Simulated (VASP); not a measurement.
# Y2CF2 (P-3m1) in VASP: a series of runs, part 2 of 2

VASP 6.6.1.

## 3. Relaxation of cell and atoms, LDA

This run uses another cell than the first one, of 15.02 Å³/atom.

INCAR reads:

```
ALGO = Normal
EDIFF = 1E-7
EDIFFG = -0.005
ENCUT = 600
GGA = CA
IBRION = 2
ISIF = 3
ISMEAR = -1
LASPH = True
LCHARG = False
LREAL = False
LWAVE = False
NELM = 80
NSW = 80
PREC = Accurate
SIGMA = 0.02
```

KPOINTS reads:

```
k-points
0
Gamma
  12 12 4
```

POSCAR reads:

```
Y2CF2
1.0
    3.6582248265      0.0000000000      0.0000000000
   -1.8291124132      3.1681156325      0.0000000000
    0.0000000000      0.0000000000      6.4805338717
Y C F
2 1 2
Direct
    0.3333333333      0.6666666667      0.2095281671
    0.6666666667      0.3333333333      0.7904718329
    0.0000000000      0.0000000000      0.0000000000
    0.3333333333      0.6666666667      0.6184546659
    0.6666666667      0.3333333333      0.3815453341
```

Potentials or basis: VASP PAW LDA potentials, release 64 (Y_sv, C, F).

On the command line:

```console
$ cat potpaw_LDA.64/Y_sv/POTCAR potpaw_LDA.64/C/POTCAR potpaw_LDA.64/F/POTCAR > POTCAR
$ mpirun -np 1 vasp_std > vasp.out
```

OUTCAR:

```text
EDIFF = 1E-7
   EDIFFG = -0.005
   ENCUT = 600
   GGA = CA
   IBRION = 2
   ISIF = 3
   ISMEAR = -1
   LASPH = True
   LREAL = False
   NELM = 80
   NSW = 80
   PREC = Accurate

 ion  position               nearest neighbor table
   1  0.333  0.667  0.210-   5 2.39   5 2.39   5 2.39   3 2.51   3 2.51   3 2.51   4 2.65   2 3.44
                             2 3.44   2 3.44   2 4.32   2 4.32   2 4.32
   2  0.667  0.333  0.790-   4 2.39   4 2.39   4 2.39   3 2.51   3 2.51   3 2.51   5 2.65   1 3.44
                             1 3.44   1 3.44   1 4.32   1 4.32   1 4.32
   3  0.000  0.000  0.000-   1 2.51   2 2.51   1 2.51   2 2.51   2 2.51   1 2.51
   4  0.333  0.667  0.618-   2 2.39   2 2.39   2 2.39   1 2.65
   5  0.667  0.333  0.382-   1 2.39   1 2.39   1 2.39   2 2.65

  LATTYP: Found a hexagonal cell.
 ALAT       =     3.6582248265
 C/A-ratio  =     1.7714968814

  Lattice vectors:

 A1 = (   3.6582248265,   0.0000000000,   0.0000000000)
 A2 = (  -1.8291124132,   3.1681156325,   0.0000000000)
 A3 = (   0.0000000000,   0.0000000000,   6.4805338717)

Analysis of symmetry for initial positions (statically):
=====================================================================
 Subroutine PRICEL returns:
 Original cell was already a primitive cell.

 Routine SETGRP: Setting up the symmetry group for a
 hexagonal supercell.

 Subroutine GETGRP returns: Found 12 space group operations
 (whereof 12 operations were pure point group operations)
 out of a pool of 24 trial point group operations.

The static configuration has the point symmetry D_3d.

Analysis of symmetry for dynamics (positions and initial velocities):
=====================================================================
 Subroutine PRICEL returns:
 Original cell was already a primitive cell.

 Routine SETGRP: Setting up the symmetry group for a
 hexagonal supercell.

 Subroutine GETGRP returns: Found 12 space group operations
 (whereof 12 operations were pure point group operations)
 out of a pool of 24 trial point group operations.

The dynamic configuration has the point symmetry D_3d.

 Subroutine INISYM returns: Found 12 space group operations
 (whereof 12 operations are pure point group operations),
 and found     1 'primitive' translations

----------------------------------------------------------------------------------------

                                     Primitive cell

  volume of cell :      75.1073

  direct lattice vectors                    reciprocal lattice vectors
     3.658224827  0.000000000  0.000000000     0.273356627  0.157822522  0.000000000
    -1.829112413  3.168115633  0.000000000     0.000000000  0.315645045  0.000000000
     0.000000000  0.000000000  6.480533872     0.000000000  0.000000000  0.154308275

  length of vectors
     3.658224827  3.658224826  6.480533872     0.315645045  0.315645045  0.154308275

  position of ions in fractional coordinates (direct lattice)
     0.333333333  0.666666667  0.209528167
     0.666666667  0.333333333  0.790471833
     0.000000000  0.000000000  0.000000000
     0.333333333  0.666666667  0.618454666
[... 71 lines left out ...]
 SYSTEM =  unknown system
   PREC   = accura    normal or accurate (medium, high low for compatibility)
   ISTART =      0    job   : 0-new  1-cont  2-samecut
   ICHARG =      2    charge: 1-file 2-atom 10-const
   ISPIN  =      1    spin polarized calculation?
   LNONCOLLINEAR =      F non collinear calculations
   LSORBIT =      F    spin-orbit coupling
   LASPH  =      T    aspherical Exc in radial PAW
   ENCUT  =  600.0 eV  44.10 Ry    6.64 a.u.   7.31  7.31 12.94*2*pi/ulx,y,z
   NELM   =     80;   NELMIN=  2; NELMDL= -5     # of ELM steps
   EDIFF  = 0.1E-06   stopping-criterion for ELM
   LREAL  =      F    real-space projection
   EDIFFG = -.5E-02   stopping-criterion for IOM
   NSW    =     80    number of steps for IOM
   IBRION =      2    ionic relax: 0-MD 1-quasi-New 2-CG
   NFREE  =      1    steps in history (QN), initial steepest desc. (CG)
   ISIF   =      3    stress and relaxation
   ISYM   =      2    0-nonsym 1-usesym 2-fastsym
   POTIM  = 0.5000    time-step for ionic-motion
   TEBEG  =    0.0;   TEEND  =   0.0 temperature during run
   PSTRESS=    0.0 pullay stress
   NELECT =      40.0000    total number of electrons
   NUPDOWN=      -1.0000    fix difference up-down
   EMIN   =  10.00;   EMAX   =-10.00  energy-range for DOS
   EFERMI =   0.00;   METHOD = LEGACY
   ISMEAR =    -1;   SIGMA  =   0.02  broadening in eV -4-tet -1-fermi 0-gaus
   EFERMI_NEDOS =   21; number of points for ismear=-14 and -15
   IALGO  =     38    algorithm
   IMIX   =      4    mixing-type and parameters
     AMIX     =   0.40;   BMIX     =  1.00
     AMIX_MAG =   1.60;   BMIX_MAG =  1.00
  volume/ion in A,a.u.               =      15.02       101.37
  Fermi-wavevector in a.u.,A,eV,Ry     =   1.326989  2.507646 23.958508  1.760901
  Thomas-Fermi vector in A             =   2.456335
   LORBIT       =      0    0 simple, 1 ext, 2 COOP (PROOUT), +10 PAW based schemes
   GGA     = CA    functional components
   LHFCALC =     F    Hartree Fock is set to
   AEXX    =    0.0000 exact exchange contribution
   IVDW    =     0    specifies the selected vdW correction
   LEPSILON=     F    determine dielectric tensor
   LRPA    =     F    only Hartree local field effects (RPA)
 conjugate gradient relaxation of ions
 non-spin polarized calculation
  energy-cutoff  :      600.00
  volume of cell :       75.11
 maximum number of plane-waves:      2539
 NGX is ok and might be reduce to    30
   NGX = 15   NGY = 15   NGZ = 25

--------------------------------------- Ionic step        1  -------------------------------------------

 number of electron      39.9999995 magnetization

 Free energy of the ion-electron system (eV)
  ---------------------------------------------------
  ext. energy  EPLUGINS =         0.00000000
  ---------------------------------------------------
  free energy    TOTEN  =       -41.18256219 eV

  energy without entropy =      -41.18256219  energy(sigma->0) =      -41.18256219

------------------------ aborting loop because EDIFF is reached ----------------------------------------

  FORCE on cell =-STRESS in cart. coord.  units (eV):
  Direction    XX          YY          ZZ          XY          YZ          ZX
  --------------------------------------------------------------------------------------
  -------------------------------------------------------------------------------------
  Total       -3.7299484     -3.7299484     -3.8607921     -0.0000000      0.0000000      0.0000000
  in kB      -79.5666746    -79.5666746    -82.3578105     -0.0000000      0.0000000      0.0000000
  external PRESSURE =     -80.4970532 kB  Pullay stress =       0.0000000 kB
[... 98 lines left out ...]
  FREE ENERGIE OF THE ION-ELECTRON SYSTEM (eV)
  ---------------------------------------------------
  free  energy   TOTEN  =       -41.3159491139 eV

  energy  without entropy=      -41.3159491139  energy(sigma->0) =      -41.31594911

[... ionic steps 4 to 11 ...]

--------------------------------------- Ionic step       12  -------------------------------------------

 number of electron      39.9999987 magnetization

------------------------ aborting loop because EDIFF is reached ----------------------------------------
[... 73 lines left out ...]
--------------------------------------- Ionic step       14  -------------------------------------------

 number of electron      39.9999986 magnetization

 Free energy of the ion-electron system (eV)
  ---------------------------------------------------
  ext. energy  EPLUGINS =         0.00000000
  ---------------------------------------------------
  free energy    TOTEN  =       -41.34115456 eV

  energy without entropy =      -41.34115456  energy(sigma->0) =      -41.34115456

 E-fermi :   4.4137     XC(G=0): -11.2667

 val. band max:        3.9586817793   @ k =   0.0833  -0.0000   0.2500
 cond. band min:       4.9646928298   @ k =   0.5000  -0.0000   0.0000
 fundamental gap:      1.0060110504
 Fermi energy:         4.4136513563

 k-point     1 :       0.0000    0.0000    0.0000
  band No.  band energies     occupation
      1     -37.1694      2.00000
      2     -37.0828      2.00000
      3     -21.3742      2.00000
      4     -20.2757      2.00000
      5     -17.1499      2.00000
      6     -17.1499      2.00000
[... 637 lines left out ...]
     23       7.5767      0.00000
     24       8.2107      0.00000

 [... further k-points ...]

------------------------ aborting loop because EDIFF is reached ----------------------------------------

  FORCE on cell =-STRESS in cart. coord.  units (eV):
  Direction    XX          YY          ZZ          XY          YZ          ZX
  --------------------------------------------------------------------------------------
  -------------------------------------------------------------------------------------
  Total        0.0123852      0.0123852      0.0049804      0.0000000     -0.0000000      0.0000000
  in kB        0.2848524      0.2848524      0.1145450      0.0000000     -0.0000000      0.0000000
  external PRESSURE =       0.2280833 kB  Pullay stress =       0.0000000 kB
[... 20 lines left out ...]
  FREE ENERGIE OF THE ION-ELECTRON SYSTEM (eV)
  ---------------------------------------------------
  free  energy   TOTEN  =       -41.3411545550 eV

  energy  without entropy=      -41.3411545550  energy(sigma->0) =      -41.34115456

 reached required accuracy - stopping structural energy minimisation
```

OSZICAR:

```text
N       E                     dE             d eps       ncg     rms          rms(c)
DAV:   1     0.265193741003E+03    0.26519E+03   -0.24183E+04  3312   0.186E+03
[... 127 lines left out ...]
       N       E                     dE             d eps       ncg     rms          rms(c)
DAV:   1    -0.413411611918E+02   -0.17032E-04   -0.59319E-03  3312   0.552E-01    0.352E-02
DAV:   2    -0.413411596443E+02    0.15475E-05   -0.18182E-04  4064   0.943E-02    0.178E-02
DAV:   3    -0.413411551097E+02    0.45346E-05   -0.76399E-06  4840   0.224E-02    0.120E-02
DAV:   4    -0.413411544189E+02    0.69079E-06   -0.44221E-06  5904   0.132E-02    0.947E-03
DAV:   5    -0.413411545731E+02   -0.15421E-06   -0.60549E-07  3776   0.553E-03    0.147E-03
DAV:   6    -0.413411545550E+02    0.18065E-07   -0.14309E-07  2576   0.293E-03
  14 F= -.41341155E+02 E0= -.41341155E+02  d E =-.104486E-04
```

Wall time 29 min (1 thread of Oxide Virtual Turin-like, shared host); peak memory 0.28 GiB.

Results:

```
Free energy                           : -41.3412 eV
Relaxed volume                        : 13.93 Å³/atom
Relaxed cell                          : a = 3.599 Å, b = 3.599 Å, c = 6.210 Å, α = 90.00°, β = 90.00°, γ = 120.00°
Space group after relaxing (to 0.1 Å) : P-3m1 (No. 164)
Energy gained by relaxing             : 31.7 meV/atom
Ionic steps                           : 14
Pressure after relaxing               : 0.0 GPa
Largest force after relaxing          : 0.004 eV/Å
Band gap on the k mesh                : 1.01 eV (least direct gap 1.14 eV)
```

Forces on the atoms (eV/Å):
```
Y    0.000  0.000  0.004
Y    0.000  0.000 -0.004
C    0.000  0.000  0.000
F    0.000  0.000 -0.004
F    0.000  0.000  0.004
```

The path:
| step | energy change (eV) | largest force (eV/Å) | pressure (GPa) | volume (Å³) |
| --- | --- | --- | --- | --- |
| 1 | 0.0000 | 0.2135 | -8.05 | 75.11 |
| 2 | -0.0740 | 0.4697 | 6.80 | 67.20 |
| 3 | -0.1334 | 0.3720 | 0.10 | 70.19 |
| 4 | -0.1439 | 0.2010 | 0.00 | 70.02 |
| 5 | -0.1454 | 0.2284 | -0.02 | 69.92 |
| 6 | -0.1534 | 0.1672 | -0.02 | 69.80 |
| 7 | -0.1577 | 0.1038 | 0.10 | 69.61 |
| 8 | -0.1577 | 0.1045 | 0.09 | 69.61 |
| 9 | -0.1585 | 0.0250 | -0.03 | 69.70 |
| 10 | -0.1585 | 0.0261 | -0.02 | 69.70 |
| 11 | -0.1586 | 0.0149 | -0.02 | 69.68 |
| 12 | -0.1586 | 0.0093 | -0.01 | 69.68 |
| 13 | -0.1586 | 0.0088 | -0.02 | 69.68 |
| 14 | -0.1586 | 0.0045 | 0.02 | 69.66 |

Final structure:
```
Y C F
1.0
     3.59916    0.00000    0.00000
    -1.79958    3.11697    0.00000
     0.00000    0.00000    6.20956
Y C F
2 1 2
Direct
  0.33333 0.66667 0.21569
  0.66667 0.33333 0.78431
  0.00000 0.00000 0.00000
  0.33333 0.66667 0.61205
  0.66667 0.33333 0.38795
```

Levels at points of the mesh, in eV from the valence-band top:
| k point | band 16 | band 17 | band 18 | band 19 | band 20 | band 21 | band 22 | band 23 | band 24 |
| --- | --- | --- | --- | --- | --- | --- | --- | --- | --- |
| (0.00, 0.00, 0.00) | -6.26 | -6.26 | -1.34 | -0.02 | -0.02 | 2.95 | 2.95 | 3.02 | 4.27 |
| (0.50, 0.00, 0.00) | -5.88 | -5.74 | -1.58 | -0.40 | -0.14 | 1.01 | 4.31 | 4.96 | 5.42 |
| (0.00, 0.00, 0.50) | -6.21 | -5.60 | -1.55 | 0.00 | 0.00 | 3.11 | 3.11 | 3.34 | 4.37 |
| (0.50, 0.00, 0.50) | -5.87 | -5.76 | -1.32 | -0.52 | -0.20 | 1.54 | 4.00 | 5.62 | 5.65 |
